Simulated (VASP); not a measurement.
# Hg (C2/m) in VASP: further runs

Hg is run at these levels: PBE, PBE+D3(BJ), r2SCAN+rVV10, r2SCAN; tasks: single point.

Program: VASP 6.6.1. These are calculated values, not measurements. Logs are shortened: lines on timing, memory, paths and dates and some standing lists are left out, and cuts for length are marked.

## Step 1: The cell of the first run

Symmetry: C2/m, No. 12, monoclinic system. Conventional cell: a = 5.002 Å, b = 3.734 Å, c = 3.374 Å, α = 90.00°, β = 127.65°, γ = 90.00°. Hg (site symmetry 2/m) has 14 Hg at 3.12 to 3.97 Å within 4.1 Å.

## Step 2: Single point, PBE

The input, INCAR:

```
SYSTEM = Hg
  PREC = Accurate
  ENCUT = 520
  EDIFF = 1E-6
  ISMEAR = -1
  SIGMA = 0.02
  LREAL = .False.
  LASPH = .True.
  NELM = 60
  ALGO = Normal
  ISIF = 2
  LWAVE = .False.
  LCHARG = .False.
  GGA = PE
  NBANDS = 25
```

The input, KPOINTS:

```
regular mesh
0
Gamma
  8 8 4
  0 0 0
```

The input, POSCAR:

```
Hg
1.0
    2.4995197406     -1.8671804200      0.0836496533
    2.4995197406      1.8671804200      0.0836496533
   -1.4477689492      0.0000000000      7.9699295613
Hg
3
Direct
    0.6668425224      0.6668425224      0.3333396590
    0.3331574776      0.3331574776      0.6666603410
    0.0000000000      0.0000000000      0.0000000000
```

Potentials or basis: VASP PAW PBE potentials, release 64 (Hg).

Command:

```sh
$ cat potpaw_PBE.64/Hg/POTCAR > POTCAR
$ mpirun -np 1 vasp_std > vasp.out
```

OUTCAR:

```text
SYSTEM = Hg
   PREC = Accurate
   ENCUT = 520
   EDIFF = 1E-6
   ISMEAR = -1
   LREAL = .False.
   LASPH = .True.
   NELM = 60
   ISIF = 2
   GGA = PE

 ion  position               nearest neighbor table
   1  0.667  0.667  0.333-   2 3.29   2 3.29   3 3.29   3 3.29   3 3.37   2 3.37
   2  0.333  0.333  0.667-   1 3.29   1 3.29   3 3.29   3 3.29   3 3.37   1 3.37
   3  0.000  0.000  0.000-   1 3.29   1 3.29   2 3.29   2 3.29   1 3.37   2 3.37

  LATTYP: Found a base centered monoclinic cell.
 ALAT       =     5.0018381414
 B/A-ratio  =     0.7465976976
 C/A-ratio  =     1.6194763879
 COS(beta)  =    -0.1457199836

  Lattice vectors:

 A1 = (   2.4995197406,  -1.8671804200,   0.0836496533)
 A2 = (   2.4995197406,   1.8671804200,   0.0836496533)
 A3 = (  -1.4477689492,   0.0000000000,   7.9699295613)

Analysis of symmetry for initial positions (statically):
=====================================================================
 Subroutine PRICEL returns:
 Original cell was already a primitive cell.

 Routine SETGRP: Setting up the symmetry group for a
 base centered monoclinic supercell.

 Subroutine GETGRP returns: Found  4 space group operations
 (whereof  4 operations were pure point group operations)
 out of a pool of  4 trial point group operations.

The static configuration has the point symmetry C_2h.

Analysis of symmetry for dynamics (positions and initial velocities):
=====================================================================
 Subroutine PRICEL returns:
 Original cell was already a primitive cell.

 Routine SETGRP: Setting up the symmetry group for a
 base centered monoclinic supercell.

 Subroutine GETGRP returns: Found  4 space group operations
 (whereof  4 operations were pure point group operations)
 out of a pool of  4 trial point group operations.

The dynamic configuration has the point symmetry C_2h.

 Subroutine INISYM returns: Found  4 space group operations
 (whereof  4 operations are pure point group operations),
 and found     1 'primitive' translations

----------------------------------------------------------------------------------------

                                     Primitive cell

  volume of cell :      74.8444

  direct lattice vectors                    reciprocal lattice vectors
     2.499519741 -1.867180420  0.083649653     0.198829686 -0.267783442  0.036118192
     2.499519741  1.867180420  0.083649653     0.198829686  0.267783442  0.036118192
    -1.447768949  0.000000000  7.969929561    -0.004173697  0.000000000  0.124713455

  length of vectors
     3.121050932  3.121050932  8.100358766     0.335478375  0.335478375  0.124783275

  position of ions in fractional coordinates (direct lattice)
     0.666842522  0.666842522  0.333339659
     0.333157478  0.333157478  0.666660341
     0.000000000  0.000000000  0.000000000

  ion indices of the primitive-cell ions
   primitive index   ion index
                 1           1
                 2           2
                 3           3

----------------------------------------------------------------------------------------

 KPOINTS: regular mesh

Automatic generation of k-mesh.
 Grid dimensions read from file:
 generate k-points for:    8    8    4

 Generating k-lattice:

  Cartesian coordinates                     Fractional coordinates (reciprocal lattice)
     0.024853711 -0.033472930  0.004514774     0.125000000  0.000000000 -0.000000000
     0.024853711  0.033472930  0.004514774     0.000000000  0.125000000 -0.000000000
    -0.001043424  0.000000000  0.031178364    -0.000000000 -0.000000000  0.250000000

  Length of vectors
     0.041934797  0.041934797  0.031195819

  Shift w.r.t. Gamma in fractional coordinates (k-lattice)
     0.000000000  0.000000000  0.000000000

 Subroutine IBZKPT returns following result:
 ===========================================

 Found     78 irreducible k-points:

 Following reciprocal coordinates:
            Coordinates               Weight
  0.000000  0.000000  0.000000      1.000000
  0.125000  0.000000  0.000000      4.000000
  0.250000  0.000000  0.000000      4.000000
  0.375000  0.000000  0.000000      4.000000
  0.500000  0.000000  0.000000      2.000000
  0.125000  0.125000  0.000000      2.000000
[... 16 lines left out ...]
  0.125000  0.000000  0.250000      4.000000
  0.250000  0.000000  0.250000      4.000000
 [... further k-points ...]
   k-points           NKPTS =     78   k-points in BZ     NKDIM =     78   number of bands    NBANDS=     25
   number of dos      NEDOS =    301   number of ions     NIONS =      3
   total plane-waves  NPLWV =  34560
   dimension x,y,z NGX =    24 NGY =   24 NGZ =   60
   dimension x,y,z NGXF=    48 NGYF=   48 NGZF=  120
   ions per type =               3
   NGX,Y,Z   is equivalent  to a cutoff of  12.78, 12.78, 12.31 a.u.
   NGXF,Y,Z  is equivalent  to a cutoff of  25.57, 25.57, 24.63 a.u.
 SYSTEM =  Hg
   PREC   = accura    normal or accurate (medium, high low for compatibility)
   ISTART =      0    job   : 0-new  1-cont  2-samecut
   ICHARG =      2    charge: 1-file 2-atom 10-const
   ISPIN  =      1    spin polarized calculation?
   LNONCOLLINEAR =      F non collinear calculations
   LSORBIT =      F    spin-orbit coupling
   LASPH  =      T    aspherical Exc in radial PAW
   ENCUT  =  520.0 eV  38.22 Ry    6.18 a.u.   5.80  5.80 15.06*2*pi/ulx,y,z
   NELM   =     60;   NELMIN=  2; NELMDL= -5     # of ELM steps
   EDIFF  = 0.1E-05   stopping-criterion for ELM
   LREAL  =      F    real-space projection
   EDIFFG = 0.1E-04   stopping-criterion for IOM
   NSW    =      0    number of steps for IOM
   IBRION =     -1    ionic relax: 0-MD 1-quasi-New 2-CG
   NFREE  =      0    steps in history (QN), initial steepest desc. (CG)
   ISIF   =      2    stress and relaxation
   ISYM   =      2    0-nonsym 1-usesym 2-fastsym
   POTIM  = 0.5000    time-step for ionic-motion
   TEBEG  =    0.0;   TEEND  =   0.0 temperature during run
   PSTRESS=    0.0 pullay stress
   NELECT =      36.0000    total number of electrons
   NUPDOWN=      -1.0000    fix difference up-down
   EMIN   =  10.00;   EMAX   =-10.00  energy-range for DOS
   EFERMI =   0.00;   METHOD = LEGACY
   ISMEAR =    -1;   SIGMA  =   0.02  broadening in eV -4-tet -1-fermi 0-gaus
   EFERMI_NEDOS =   21; number of points for ismear=-14 and -15
   IALGO  =     38    algorithm
   IMIX   =      4    mixing-type and parameters
     AMIX     =   0.40;   BMIX     =  1.00
     AMIX_MAG =   1.60;   BMIX_MAG =  1.00
  volume/ion in A,a.u.               =      24.95       168.36
  Fermi-wavevector in a.u.,A,eV,Ry     =   1.282692  2.423937 22.385659  1.645300
  Thomas-Fermi vector in A             =   2.414989
   LORBIT       =      0    0 simple, 1 ext, 2 COOP (PROOUT), +10 PAW based schemes
   GGA     = PE    functional components
   LHFCALC =     F    Hartree Fock is set to
   AEXX    =    0.0000 exact exchange contribution
   IVDW    =     0    specifies the selected vdW correction
   LEPSILON=     F    determine dielectric tensor
   LRPA    =     F    only Hartree local field effects (RPA)
 non-spin polarized calculation
  energy-cutoff  :      520.00
  volume of cell :       74.84
 maximum number of plane-waves:      2032
   NGX = 11   NGY = 11   NGZ = 31

 number of electron      35.9999999 magnetization

 Free energy of the ion-electron system (eV)
  ---------------------------------------------------
  ext. energy  EPLUGINS =         0.00000000
  ---------------------------------------------------
  free energy    TOTEN  =        -0.43922537 eV

  energy without entropy =       -0.43888491  energy(sigma->0) =       -0.43905514

 E-fermi :   2.2929     XC(G=0): -10.5485

 val. band max:        2.0144588584   @ k =   0.5000   0.2500   0.5000
 cond. band min:       2.3065766963   @ k =   0.5000   0.5000   0.2500
 fundamental gap:      0.2921178379
 Fermi energy:         2.2928960301

 k-point     1 :       0.0000    0.0000    0.0000
  band No.  band energies     occupation
      1      -6.2947      2.00000
      2      -5.3509      2.00000
      3      -5.3508      2.00000
      4      -5.0867      2.00000
      5      -5.0866      2.00000
      6      -4.9120      2.00000
[... 17 lines left out ...]
     24      13.2221      0.00000
     25      15.6763      0.00000

 k-point     2 :       0.1250    0.0000    0.0000
  band No.  band energies     occupation
      1      -5.9967      2.00000
      2      -5.2453      2.00000
      3      -5.1963      2.00000
      4      -4.9974      2.00000
      5      -4.9240      2.00000
      6      -4.8410      2.00000
[... 17 lines left out ...]
     24      13.3424      0.00000
     25      13.4580      0.00000

 k-point     3 :       0.2500    0.0000    0.0000
  band No.  band energies     occupation
      1      -5.3939      2.00000
      2      -5.2350      2.00000
      3      -5.1016      2.00000
      4      -4.7816      2.00000
      5      -4.6457      2.00000
      6      -4.6229      2.00000
[... 17 lines left out ...]
     24      12.4911      0.00000
     25      13.6625      0.00000

 k-point     4 :       0.3750    0.0000    0.0000
  band No.  band energies     occupation
      1      -5.3146      2.00000
      2      -5.2092      2.00000
      3      -5.1302      2.00000
      4      -5.0959      2.00000
      5      -4.7049      2.00000
      6      -4.6815      2.00000
[... 17 lines left out ...]
     24      11.7154      0.00000
     25      12.0549      0.00000
[... 477 lines left out ...]
 k-point    22 :       0.0000    0.0000    0.2500
  band No.  band energies     occupation
      1      -6.1333      2.00000
      2      -5.4074      2.00000
      3      -5.3773      2.00000
      4      -5.1479      2.00000
      5      -5.0079      2.00000
      6      -4.9148      2.00000
[... 17 lines left out ...]
     24      14.0103      0.00000
     25      14.6601      0.00000

 k-point    23 :       0.1250    0.0000    0.2500
  band No.  band energies     occupation
      1      -5.8254      2.00000
      2      -5.2716      2.00000
      3      -5.2385      2.00000
      4      -5.0489      2.00000
      5      -4.8407      2.00000
      6      -4.8254      2.00000
[... 17 lines left out ...]
     24      12.7372      0.00000
     25      13.5648      0.00000

 k-point    24 :       0.2500    0.0000    0.2500
  band No.  band energies     occupation
      1      -5.4011      2.00000
      2      -5.2073      2.00000
      3      -5.1609      2.00000
      4      -4.8838      2.00000
      5      -4.6389      2.00000
      6      -4.6315      2.00000
[... 17 lines left out ...]
     24      12.9342      0.00000
     25      12.9867      0.00000

 [... further k-points ...]

------------------------ aborting loop because EDIFF is reached ----------------------------------------

  FORCE on cell =-STRESS in cart. coord.  units (eV):
  Direction    XX          YY          ZZ          XY          YZ          ZX
  --------------------------------------------------------------------------------------
  -------------------------------------------------------------------------------------
  Total        1.6849710      1.6076054      1.5239699      0.0000000      0.0000000      0.0286696
  in kB       36.0697791     34.4136301     32.6232645      0.0000000      0.0000000      0.6137240
  external PRESSURE =      34.3688912 kB  Pullay stress =       0.0000000 kB

 VOLUME and BASIS-vectors are now :
 -----------------------------------------------------------------------------
  energy-cutoff  :      520.00
  volume of cell :       74.84
      direct lattice vectors                 reciprocal lattice vectors
     2.499519741 -1.867180420  0.083649653     0.198829686 -0.267783442  0.036118192
     2.499519741  1.867180420  0.083649653     0.198829686  0.267783442  0.036118192
    -1.447768949  0.000000000  7.969929561    -0.004173697  0.000000000  0.124713455

 POSITION                                       TOTAL-FORCE (eV/Angst)
 -----------------------------------------------------------------------------------
      2.85097      0.00000      2.76826        -0.000073      0.000000      0.000006
      0.70030      0.00000      5.36897         0.000073      0.000000     -0.000006
      0.00000      0.00000      0.00000         0.000000      0.000000      0.000000
 -----------------------------------------------------------------------------------
    total drift:                                0.000000     -0.000000      0.000000

  FREE ENERGIE OF THE ION-ELECTRON SYSTEM (eV)
  ---------------------------------------------------
  free  energy   TOTEN  =        -0.4392253746 eV

  energy  without entropy=       -0.4388849091  energy(sigma->0) =       -0.43905514
```

It took 1.7 min on 1 thread of AMD EPYC 9755, shared host; peak memory 0.21 GiB.

What came out:

```yaml
Free_energy: -0.4392 eV
Pressure: 3.4 GPa
Band_gap_on_the_k_mesh: zero (bands 18 and 19 overlap by 2.39 eV)
```

Levels at points of the mesh, in eV from the Fermi level:
```csv
k point,band 16,band 17,band 18,band 19,band 20,band 21
"(0.00, 0.00, 0.00)",-5.94,-5.17,-5.17,3.43,3.43,10.68
"(0.50, 0.00, 0.00)",-2.69,-2.69,-0.78,-0.77,0.78,0.79
"(0.50, 0.50, 0.00)",-0.66,-0.66,0.90,0.90,2.35,2.41
"(0.00, 0.00, 0.50)",-5.79,-5.68,-1.77,-1.30,9.36,9.36
"(0.50, 0.00, 0.50)",-2.45,-2.45,-1.87,-1.42,2.07,2.07
"(0.50, 0.50, 0.50)",-0.67,-0.42,0.28,0.28,3.13,3.13
```

Caveat: the cell stands under pressure; spin-orbit coupling is left out, which moves the levels of the heavy elements.

## Step 3: Single point, PBE+D3(BJ)

This run uses another cell than the first one, of 25.37 Å³/atom.

The input, INCAR:

```
PREC = Accurate ; ENCUT = 520
EDIFF = 1E-6 ; ISMEAR = -1
SIGMA = 0.02 ; LREAL = F
LASPH = T ; NELM = 100
ALGO = Normal ; ISIF = 2
LWAVE = F ; LCHARG = T
GGA = PE ; IVDW = 12
LELF = T ; LVHAR = T
NBANDS = 25
```

The input, KPOINTS:

```
Automatic mesh
0
Gamma
  8 8 4
```

The input, POSCAR:

```
Hg
1.0
    2.5201133984     -1.8771602464      0.0870465504
    2.5201133984      1.8771602464      0.0870465504
   -1.4497137858      0.0000000000      7.9952653480
Hg
3
Direct
    0.6668582644      0.6668582644      0.3333057325
    0.3331417356      0.3331417356      0.6666942675
    0.0000000000      0.0000000000      0.0000000000
```

Potentials or basis: VASP PAW PBE potentials, release 64 (Hg).

Command:

```sh
$ cat potpaw_PBE.64/Hg/POTCAR > POTCAR
$ mpirun -np 1 vasp_std > vasp.out
```

It took 1.9 min on 1 thread of AMD EPYC 9755, shared host; peak memory 0.23 GiB.

It converged, with:

- Free energy: -1.7043 eV
- Pressure: 0.2 GPa
- Band gap on the k mesh: zero (bands 18 and 19 overlap by 2.26 eV)
- Dispersion energy per atom: -0.413 eV

Stress tensor (GPa, compression positive):
```
 0.30  0.00 -0.01
 0.00  0.22  0.00
-0.01  0.00  0.18
```

Levels at points of the mesh, in eV from the Fermi level:
```csv
k point,band 14,band 15,band 16,band 17,band 18,band 19,band 20,band 21,band 22,band 23
"(0.00, 0.00, 0.00)",-5.93,-5.91,-5.91,-5.09,-5.09,3.44,3.44,10.55,10.55,10.85
"(0.50, 0.00, 0.00)",-5.78,-5.51,-2.69,-2.69,-0.80,-0.70,0.80,0.80,7.15,7.15
"(0.50, 0.50, 0.00)",-5.45,-5.45,-0.71,-0.71,0.90,0.90,2.28,2.35,3.56,6.15
"(0.00, 0.00, 0.50)",-6.00,-6.00,-5.77,-5.66,-1.75,-1.21,9.33,9.33,9.60,10.13
"(0.50, 0.00, 0.50)",-5.83,-5.59,-2.43,-2.43,-1.90,-1.35,2.09,2.09,5.12,5.12
"(0.50, 0.50, 0.50)",-5.47,-5.44,-0.63,-0.50,0.22,0.22,3.12,3.12,4.56,4.56
```

Caveat: spin-orbit coupling is left out, which moves the levels of the heavy elements.

## Step 4: Single point, r2SCAN+rVV10

The input, POSCAR:

```
Hg
1.0
    2.4995197406     -1.8671804200      0.0836496533
    2.4995197406      1.8671804200      0.0836496533
   -1.4477689492      0.0000000000      7.9699295613
Hg
3
Direct
    0.6668425224      0.6668425224      0.3333396590
    0.3331574776      0.3331574776      0.6666603410
    0.0000000000      0.0000000000      0.0000000000
```

The input, INCAR.step1:

```
PREC = Accurate
ENCUT = 520
ISMEAR = -1
SIGMA = 0.02
LREAL = F
LASPH = T
NELM = 100
NBANDS = 25
GGA = PE
ALGO = Normal
EDIFF = 1E-4
LWAVE = T
LCHARG = F
```

The input, INCAR.step2:

```
PREC = Accurate
ENCUT = 520
EDIFF = 1E-6
ISMEAR = -1
SIGMA = 0.02
LREAL = F
LASPH = T
NELM = 100
ALGO = Normal
ISIF = 2
LWAVE = F
LCHARG = T
METAGGA = R2SCAN
LMIXTAU = T
LUSE_VDW = T
IVDW_NL = 2
BPARAM = 11.95
CPARAM = 0.0093
LELF = T
LVHAR = T
NBANDS = 25
ISTART = 1
```

KPOINTS is that of step 3.

Command:

```sh
$ cat potpaw_PBE.64/Hg/POTCAR > POTCAR
$ cp INCAR.step1 INCAR
$ mpirun -np 1 vasp_std > vasp.out
$ cp INCAR.step2 INCAR
$ mpirun -np 1 vasp_std > vasp.out
```

It took 7 min on 1 thread of AMD EPYC 9755, shared host; peak memory 0.36 GiB.

Results (log left out):

| Quantity | Value |
| --- | --- |
| Free energy | -147.2108 eV |
| Pressure | 0.8 GPa |
| Band gap on the k mesh | zero (bands 18 and 19 overlap by 2.32 eV) |

Stress tensor (GPa, compression positive):
```
 0.84  0.00 -0.01
 0.00  0.76  0.00
-0.01  0.00  0.72
```

Levels at points of the mesh, in eV from the Fermi level:
```csv
k point,band 14,band 15,band 16,band 17,band 18,band 19,band 20,band 21,band 22,band 23
"(0.00, 0.00, 0.00)",-6.37,-6.35,-6.35,-5.39,-5.39,3.54,3.54,11.00,11.00,11.34
"(0.50, 0.00, 0.00)",-6.22,-5.92,-2.84,-2.84,-0.91,-0.73,0.82,0.82,7.41,7.42
"(0.50, 0.50, 0.00)",-5.84,-5.84,-0.72,-0.72,0.93,0.93,2.39,2.46,3.68,6.35
"(0.00, 0.00, 0.50)",-6.44,-6.44,-6.20,-6.08,-1.95,-1.26,9.66,9.66,10.01,10.59
"(0.50, 0.00, 0.50)",-6.25,-6.00,-2.58,-2.57,-2.04,-1.39,2.13,2.13,5.33,5.34
"(0.50, 0.50, 0.50)",-5.86,-5.83,-0.64,-0.53,0.25,0.25,3.21,3.21,4.72,4.72
```

Caveat: the PAW data sets were made with another functional, which shifts forces and pressure a little; spin-orbit coupling is left out, which moves the levels of the heavy elements.

[end of part 1 of 2]

The gap in the log of VASP goes by the Fermi energy; the results here count the filled bands.